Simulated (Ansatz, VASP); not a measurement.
## Two plane-wave programs on BeTe

```
CELL_PARAMETERS angstrom
0.00000 2.68323 2.68323
2.68323 0.00000 2.68323
2.68323 2.68323 0.00000
ATOMIC_POSITIONS crystal
Be 0.00000 0.00000 0.00000
Te 0.50000 0.50000 0.50000
```

Alike in both runs: task single point; functional HSE06; k mesh 5 × 5 × 5; occupations fermi-dirac, width 0.02 eV; no spin polarisation.

|  | VASP | Ansatz |
| --- | --- | --- |
| version | VASP 6.6.1 | Ansatz 0.2.0 |
| potentials or method | VASP PAW PBE potentials, release 64 (Be, Te) | plane waves |
| plane-wave cutoff (eV) | 520 | 420 |
| valence electrons in the cell | 8 | 18 |

VASP gave:

| Property | Result |
| --- | --- |
| pressure (GPa) | -1.2 |

**Question.** Which values does Ansatz return?

**Answer.** Pressure (GPa): -0.9.

VASP's potentials hold 8 valence electrons a cell and Ansatz's 18, so a difference there can come from the potentials and not from the codes. Ansatz's warnings: filled band counts differ across k points, stress exchange threshold loose, stress scf threshold loose.

The k mesh is coarse, so the values compare programs but aren't converged. Spin-orbit coupling is off throughout.
